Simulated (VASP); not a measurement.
# Al47N49 (a cell with a defect) in VASP: further runs

The runs below take Al47N49 (a cell with a defect) through single point, relaxation of the atoms, with HSE06, PBEsol.

All numbers are computed with VASP 6.6.1; they aren't measurements. Logs are shortened: lines on timing, memory, paths and dates and some standing lists are left out, and cuts for length are marked.

## (1) The cell of the first run

The cell holds a defect, 96 atoms: a = 9.341 Å, b = 10.787 Å, c = 9.967 Å, α = 90.00°, β = 90.00°, γ = 90.00°.

## (2) Single point, HSE06

POSCAR

```
Al47N49
1.0
    9.3414480000      0.0000000000      0.0000000000
    0.0000000000     10.7865750000      0.0000000000
    0.0000000000      0.0000000000      9.9670570000
Al N
47 49
Direct
    0.1670040000      0.0837520000      0.2488800000
    0.1657670000      0.0825240000      0.7486220000
    0.9999170000      0.3337000000      0.2489860000
    0.9999590000      0.3334010000      0.7487110000
    0.4999190000      0.0833230000      0.2485210000
    0.4999440000      0.0815760000      0.7492010000
    0.3349680000      0.3340400000      0.2539780000
    0.3260860000      0.3291820000      0.7458810000
    0.1669930000      0.5830670000      0.2481380000
    0.1656730000      0.5838960000      0.7493390000
    0.9999020000      0.8335070000      0.2484200000
    0.9999290000      0.8331450000      0.7488270000
    0.8328210000      0.0837590000      0.2489240000
    0.8341200000      0.0825560000      0.7486190000
    0.6647570000      0.3341710000      0.2538430000
    0.6737400000      0.3291930000      0.7460330000
    0.4999720000      0.5819220000      0.2535320000
    0.4999230000      0.5903060000      0.7453300000
    0.3332970000      0.8325820000      0.2487240000
    0.3326660000      0.8337310000      0.7485020000
    0.8328730000      0.5831050000      0.2481500000
    0.8341800000      0.5838940000      0.7492940000
    0.6665140000      0.8326270000      0.2487290000
    0.6671870000      0.8337730000      0.7485080000
    0.9999420000      0.1677990000      0.4974640000
    0.9999410000      0.1666090000      0.9992850000
    0.3333990000      0.1645160000      0.4981030000
    0.3337620000      0.1667600000      0.9987170000
    0.1662570000      0.4177890000      0.4980500000
    0.1670780000      0.4166780000      0.9987380000
    0.9999620000      0.6668630000      0.4977740000
    0.9999210000      0.6667860000      0.9991860000
    0.6664270000      0.1646540000      0.4981330000
    0.6661360000      0.1667800000      0.9987750000
    0.4999190000      0.4164830000      0.0002840000
    0.3318730000      0.6674810000      0.4977440000
    0.3334020000      0.6659540000      0.9983520000
    0.1655600000      0.9167050000      0.4981310000
    0.1667940000      0.9165790000      0.9988990000
    0.8335240000      0.4178240000      0.4980530000
    0.8327720000      0.4167240000      0.9987620000
    0.6681300000      0.6675560000      0.4977470000
    0.6664750000      0.6659580000      0.9983300000
    0.4999530000      0.9151610000      0.4975110000
    0.4999290000      0.9161510000      0.9991650000
    0.8342550000      0.9167670000      0.4981620000
    0.8330930000      0.9165940000      0.9988710000
    0.9999330000      0.1668060000      0.1898140000
    0.9999500000      0.1671580000      0.6893800000
    0.3337140000      0.1675220000      0.1891380000
    0.3338280000      0.1648440000      0.6896390000
    0.1676670000      0.4162570000      0.1890440000
    0.1660860000      0.4178380000      0.6896490000
    0.9999390000      0.6666470000      0.1894480000
    0.9999250000      0.6668000000      0.6893280000
    0.6661650000      0.1675360000      0.1892000000
    0.6660810000      0.1649210000      0.6896570000
    0.4998690000      0.4166920000      0.1897940000
    0.4999680000      0.4153240000      0.6673450000
    0.3339400000      0.6658500000      0.1885580000
    0.3317310000      0.6665920000      0.6893580000
    0.1668210000      0.9167500000      0.1893020000
    0.1661880000      0.9164330000      0.6896320000
    0.8322090000      0.4163320000      0.1890650000
    0.8337480000      0.4177350000      0.6896550000
    0.6659660000      0.6658800000      0.1885460000
    0.6681330000      0.6666180000      0.6893280000
    0.4999030000      0.9163160000      0.1896220000
    0.4999380000      0.9155130000      0.6892310000
    0.8330280000      0.9167610000      0.1892900000
    0.8336870000      0.9164740000      0.6896460000
    0.1655190000      0.0822590000      0.4396700000
    0.1667550000      0.0835750000      0.9394420000
    0.9998080000      0.3345880000      0.4396860000
    0.9999180000      0.3333180000      0.9394070000
    0.4999650000      0.0816140000      0.4394220000
    0.4999600000      0.0828100000      0.9396000000
    0.3223050000      0.3270410000      0.4417120000
    0.3350120000      0.3339620000      0.9350110000
    0.1659060000      0.5839630000      0.4390830000
    0.1663710000      0.5832180000      0.9395420000
    0.9998660000      0.8329800000      0.4393290000
    0.9999300000      0.8333600000      0.9395580000
    0.8343020000      0.0823360000      0.4396950000
    0.8330790000      0.0835990000      0.9394360000
    0.6774090000      0.3271900000      0.4416300000
    0.6648420000      0.3339910000      0.9351520000
    0.5000270000      0.5970870000      0.4401040000
    0.4999410000      0.5811600000      0.9345580000
    0.3314790000      0.8344830000      0.4395200000
    0.3334140000      0.8327810000      0.9392430000
    0.8339940000      0.5839820000      0.4390780000
    0.8334530000      0.5832190000      0.9394920000
    0.6683900000      0.8345780000      0.4395190000
    0.6664340000      0.8327960000      0.9392360000
    0.4999360000      0.4158490000      0.5336370000
```

INCAR.step1

```
SYSTEM = Al47N49
  PREC = Accurate
  ENCUT = 520
  EDIFF = 1E-5
  ISMEAR = -1
  SIGMA = 0.05
  LREAL = Auto
  LASPH = .TRUE.
  NELM = 120
  ALGO = Normal
  ISIF = 2
  LWAVE = .TRUE.
  GGA = PE
  ISYM = -1
  NBANDS = 247
  GGA_COMPAT = .FALSE.
  KPAR = 1
```

INCAR.step2

```
SYSTEM = Al47N49
  PREC = Accurate
  ENCUT = 520
  EDIFF = 1E-6
  ISMEAR = -1
  SIGMA = 0.05
  LREAL = Auto
  LASPH = .TRUE.
  NELM = 120
  ALGO = Normal
  ISIF = 2
  LWAVE = .FALSE.
  LCHARG = .TRUE.
  GGA = PE
  LHFCALC = .TRUE.
  HFSCREEN = 0.2079
  PRECFOCK = Fast
  LELF = .TRUE.
  LVHAR = .TRUE.
  ISTART = 1
  ISYM = -1
  NBANDS = 247
  GGA_COMPAT = .FALSE.
  KPAR = 1
```

KPOINTS

```
explicit points
1
Reciprocal
  0.25000000   0.25000000   0.25000000 1
```

Potentials or basis: VASP PAW PBE potentials, release 64 (Al, N).

On the command line:

```console
$ cat potpaw_PBE.64/Al/POTCAR potpaw_PBE.64/N/POTCAR > POTCAR
$ cp INCAR.step1 INCAR
$ mpirun -np 4 vasp_std > vasp.out
$ cp INCAR.step2 INCAR
$ mpirun -np 4 vasp_std > vasp.out
```

OUTCAR:

```text
SYSTEM = Al47N49
   PREC = Accurate
   ENCUT = 520
   EDIFF = 1E-6
   ISMEAR = -1
   LREAL = Auto
   LASPH = .TRUE.
   NELM = 120
   ISIF = 2
   GGA = PE
   LHFCALC = .TRUE.
   HFSCREEN = 0.2079
   PRECFOCK = Fast
   ISTART = 1
   ISYM = -1

 ion  position               nearest neighbor table
   1  0.167  0.084  0.249-  48 1.89  50 1.90  62 1.90  72 1.90  27 3.06  25 3.07  38 3.07  26 3.07
                            28 3.07  39 3.08   5 3.11   3 3.12  11 3.12  13 3.12   7 3.12  19 3.12
   2  0.166  0.083  0.749-  63 1.89  49 1.89  51 1.90  73 1.90   8 3.05  39 3.07  38 3.07  26 3.08
                            27 3.08  28 3.08  25 3.08  14 3.10  20 3.10  12 3.10   4 3.12   6 3.12
   3  1.000  0.334  0.249-  48 1.89  64 1.90  52 1.90  74 1.90  25 3.06  29 3.07  40 3.07  26 3.07
                            41 3.08  30 3.08   9 3.11  21 3.11  13 3.12   1 3.12   7 3.13  15 3.13
   4  1.000  0.333  0.749-  49 1.89  53 1.89  65 1.89  75 1.90   8 3.05  16 3.05  30 3.07  41 3.08
                            25 3.08  26 3.08  29 3.08  40 3.08  10 3.11  22 3.11  14 3.12   2 3.12
   5  0.500  0.083  0.249-  50 1.89  56 1.89  68 1.89  76 1.90  27 3.06  33 3.06  34 3.07  28 3.07
                            45 3.07  44 3.07  13 3.11   1 3.11   7 3.11  15 3.11  23 3.12  19 3.12
   6  0.500  0.082  0.749-  69 1.89  51 1.89  57 1.89  77 1.90  45 3.06  28 3.07  34 3.07  33 3.08
                            27 3.08  44 3.08  24 3.10  20 3.10  14 3.12   2 3.12  16 3.13   8 3.13
   7  0.335  0.334  0.254-  78 1.88  58 1.89  50 1.91  52 1.91  29 3.04  27 3.04  15 3.08  17 3.09
                            35 3.09   9 3.11   5 3.11  30 3.12  28 3.12   1 3.12   3 3.13
   8  0.326  0.329  0.746-  51 1.86  53 1.86  79 1.89  59 2.03  29 3.04  27 3.04   4 3.05   2 3.05
                            28 3.07  30 3.07   6 3.13  10 3.13  35 3.15  16 3.25  18 3.25
   9  0.167  0.583  0.248-  60 1.89  52 1.89  54 1.89  80 1.90  29 3.06  36 3.06  30 3.07  32 3.07
[... 110 lines left out ...]
  81  0.166  0.583  0.940-  37 1.89  30 1.89  32 1.89  10 1.90
  82  1.000  0.833  0.439-  31 1.88  46 1.89  38 1.89  11 1.90
  83  1.000  0.833  0.940-  32 1.89  47 1.89  39 1.89  12 1.90
  84  0.834  0.082  0.440-  46 1.88  25 1.89  33 1.89  13 1.90
  85  0.833  0.084  0.939-  34 1.89  26 1.89  47 1.90  14 1.90
  86  0.677  0.327  0.442-  40 1.84  33 1.84  15 1.88
  87  0.665  0.334  0.935-  16 1.89  35 1.89  34 1.91  41 1.91
  88  0.500  0.597  0.440-  42 1.84  36 1.84  17 1.87
  89  0.500  0.581  0.935-  18 1.89  35 1.89  43 1.91  37 1.91
  90  0.331  0.834  0.440-  38 1.88  44 1.89  36 1.89  19 1.90
  91  0.333  0.833  0.939-  45 1.89  37 1.89  39 1.90  20 1.90
  92  0.834  0.584  0.439-  31 1.88  42 1.89  40 1.89  21 1.90
  93  0.833  0.583  0.939-  43 1.89  41 1.89  32 1.89  22 1.90
  94  0.668  0.835  0.440-  46 1.88  44 1.89  42 1.89  23 1.90
  95  0.666  0.833  0.939-  45 1.89  43 1.89  47 1.90  24 1.90
  96  0.500  0.416  0.534-  59 1.33

IMPORTANT INFORMATION: All symmetrisations will be switched off!
NOSYMM: (Re-)initialisation of all symmetry stuff for point group C_1.

----------------------------------------------------------------------------------------

                                     Primitive cell
[... 262 lines left out ...]
   GGA     = PE    functional components
   LHFCALC =     T    Hartree Fock is set to
   PRECFOCK=fast      Normal, Fast or Accurate (Low or Medium for compatibility)
   ENCUT4O =  -1.0   cutoff for four orbital integrals eV
   NKREDX  =     1    reduce k-point grid by
   NKREDY  =     1    reduce k-point grid by
   NKREDZ  =     1    reduce k-point grid by
   AEXX    =    0.2500 exact exchange contribution
   HFSCREEN=    0.2079 screening length (either q_TF or 0.3 A-1)
   HFSCREENC=   0.2079 screening length for correlation (either q_TF or 0.3 A-1)
   ENCUTFOCK=  -1.0 apply spherical cutoff to Coloumb kernel
   IVDW    =     0    specifies the selected vdW correction
   LEPSILON=     F    determine dielectric tensor
   LRPA    =     F    only Hartree local field effects (RPA)
 non-spin polarized calculation
  energy-cutoff  :      520.00
  volume of cell :     1004.30
 maximum number of plane-waves:     27045
 NGX is ok and might be reduce to    70
  NGX = 36; NGY = 42; NGZ = 40

 number of electron     385.9999985 magnetization

 Free energy of the ion-electron system (eV)
  ---------------------------------------------------
  ext. energy  EPLUGINS =         0.00000000
  ---------------------------------------------------
  free energy    TOTEN  =      -833.00628485 eV

  energy without entropy =     -833.00628485  energy(sigma->0) =     -833.00628485

 E-fermi :   7.6993     XC(G=0):  -8.9781

 val. band max:        6.5933980992   @ k =   0.2500   0.2500   0.2500
 cond. band min:       8.8132752790   @ k =   0.2500   0.2500   0.2500
 fundamental gap:      2.2198771798
 Fermi energy:         7.6992596668

 k-point     1 :       0.2500    0.2500    0.2500
  band No.  band energies     occupation
      1     -16.0337      2.00000
      2     -11.3459      2.00000
      3     -10.9691      2.00000
      4     -10.8788      2.00000
      5     -10.7875      2.00000
      6     -10.5152      2.00000
[... 197 lines left out ...]
    204      12.2375      0.00000
    205      12.3560      0.00000
 [bands above 205 left out]

------------------------ aborting loop because EDIFF is reached ----------------------------------------

  FORCE on cell =-STRESS in cart. coord.  units (eV):
  Direction    XX          YY          ZZ          XY          YZ          ZX
  --------------------------------------------------------------------------------------
  -------------------------------------------------------------------------------------
  Total       -9.9925441     -8.3320145    -17.2198315      0.2069415     -0.5115853      0.0217942
  in kB      -15.9412344    -13.2921701    -27.4710190      0.3301364     -0.8161386      0.0347686
  external PRESSURE =     -18.9014745 kB  Pullay stress =       0.0000000 kB

 VOLUME and BASIS-vectors are now :
 -----------------------------------------------------------------------------
  energy-cutoff  :      520.00
  volume of cell :     1004.30
      direct lattice vectors                 reciprocal lattice vectors
     9.341448000  0.000000000  0.000000000     0.107049785  0.000000000  0.000000000
     0.000000000 10.786575000  0.000000000     0.000000000  0.092707834  0.000000000
     0.000000000  0.000000000  9.967057000     0.000000000  0.000000000  0.100330519

 POSITION                                       TOTAL-FORCE (eV/Angst)
 -----------------------------------------------------------------------------------
      1.56006      0.90340      2.48060         0.000645     -0.004776      0.012994
      1.54850      0.89015      7.46156        -0.001382     -0.010222      0.000438
      9.34067      3.59948      2.48166        -0.002540     -0.003485      0.014093
      9.34107      3.59625      7.46245        -0.004631      0.000538     -0.001140
      4.66997      0.89877      2.47702         0.001754     -0.003151      0.002940
      4.67020      0.87993      7.46733         0.002204     -0.010832      0.003789
[... 88 lines left out ...]
      6.22546      8.98302      9.36142        -0.003906     -0.000384     -0.007750
      4.67013      4.48559      5.31879         0.004433     -0.043794      0.372452
 -----------------------------------------------------------------------------------
    total drift:                               -0.002018     -0.006090      0.046482

  FREE ENERGIE OF THE ION-ELECTRON SYSTEM (eV)
  ---------------------------------------------------
  free  energy   TOTEN  =      -833.0062848497 eV

  energy  without entropy=     -833.0062848486  energy(sigma->0) =     -833.00628485
```

Run time: 13 min. Hardware: 4 MPI ranks of Intel Xeon Platinum 8488C (Sapphire Rapids), shared host; peak memory 0.8 GiB.

Results:

| Quantity | Value |
| --- | --- |
| Free energy | -833.0063 eV |
| Pressure | -1.9 GPa |
| Largest force | 0.422 eV/Å |
| Band gap on the k mesh | 2.22 eV |

Forces on the atoms (eV/Å):
```
Al   0.001 -0.005  0.013
Al  -0.001 -0.010  0.000
Al  -0.003 -0.003  0.014
Al  -0.005  0.001 -0.001
Al   0.002 -0.003  0.003
Al   0.002 -0.011  0.004
Al   0.000  0.001 -0.003
Al  -0.120 -0.075  0.013
Al   0.003  0.007  0.004
Al  -0.002  0.014 -0.003
Al   0.001  0.001  0.008
Al   0.001  0.004  0.004
Al   0.002 -0.003  0.011
Al   0.000 -0.009  0.001
Al   0.010 -0.011  0.011
Al   0.126 -0.073  0.007
Al  -0.003  0.026  0.035
Al   0.004  0.153  0.008
Al  -0.002  0.008  0.014
Al  -0.008  0.008  0.003
Al  -0.002  0.007  0.005
Al  -0.001  0.007 -0.002
Al   0.005  0.006  0.012
Al   0.010  0.002  0.004
Al  -0.003 -0.006  0.000
Al  -0.001 -0.003  0.011
Al  -0.015  0.019 -0.002
Al  -0.004 -0.016  0.012
Al   0.005 -0.025 -0.012
Al  -0.008  0.009  0.015
Al  -0.001 -0.002 -0.002
Al   0.001  0.002  0.013
Al   0.016  0.013 -0.006
Al   0.003 -0.019  0.014
Al  -0.005 -0.002  0.023
Al   0.044  0.000 -0.018
Al  -0.019  0.008  0.016
Al   0.015 -0.003 -0.006
Al   0.001 -0.004  0.010
Al  -0.009 -0.025 -0.008
Al   0.015  0.007  0.017
Al  -0.051 -0.002 -0.020
Al   0.019  0.010  0.015
Al  -0.002 -0.001  0.003
Al   0.001 -0.005  0.011
Al  -0.012  0.003 -0.009
Al  -0.003 -0.004  0.012
N   -0.002  0.003 -0.016
N    0.003  0.006  0.009
N    0.003 -0.009 -0.005
N   -0.008  0.047  0.006
N   -0.006  0.014 -0.008
N    0.028 -0.030  0.010
N    0.001  0.000 -0.016
N    0.002 -0.004  0.008
N   -0.006 -0.007 -0.010
N    0.000  0.043  0.007
N   -0.002 -0.001 -0.006
N   -0.002 -0.020 -0.422
N   -0.017  0.002 -0.019
N    0.032 -0.018  0.011
N   -0.004  0.000 -0.015
N    0.000  0.004  0.005
N    0.003  0.010 -0.013
N   -0.028 -0.019  0.011
N    0.014  0.003 -0.017
N   -0.030 -0.016  0.015
N    0.001  0.002 -0.015
N   -0.001  0.008  0.007
N    0.003  0.000 -0.015
N   -0.001  0.006  0.006
N    0.005 -0.016 -0.003
N    0.004  0.004 -0.008
N    0.006  0.000 -0.004
N    0.000 -0.002 -0.012
N   -0.006  0.014 -0.008
N   -0.003  0.005 -0.010
N   -0.009 -0.005  0.030
N    0.014  0.009 -0.032
N    0.006 -0.011 -0.004
N    0.007 -0.008 -0.012
N    0.005  0.000 -0.002
N    0.000 -0.003 -0.007
N    0.000 -0.013 -0.004
N    0.001  0.003 -0.008
N    0.002 -0.001  0.036
N   -0.015  0.008 -0.037
N   -0.001  0.052  0.003
N   -0.002 -0.025 -0.032
N   -0.010  0.013 -0.004
N    0.005  0.001 -0.009
N   -0.004 -0.001 -0.002
N   -0.004 -0.005 -0.009
N    0.009  0.009 -0.003
N   -0.004  0.000 -0.008
N    0.004 -0.044  0.372
```

Levels at points of the mesh, in eV from the valence-band top:
| k point | band 190 | band 191 | band 192 | band 193 | band 194 | band 195 | band 196 | band 197 |
| --- | --- | --- | --- | --- | --- | --- | --- | --- |
| (0.25, 0.25, 0.25) | -1.77 | -1.62 | -1.54 | 0.00 | 2.22 | 2.33 | 4.83 | 5.04 |

Caveat: the PAW data sets were made with another functional, which shifts forces and pressure a little.

(Part 1 of 2 ends here.)
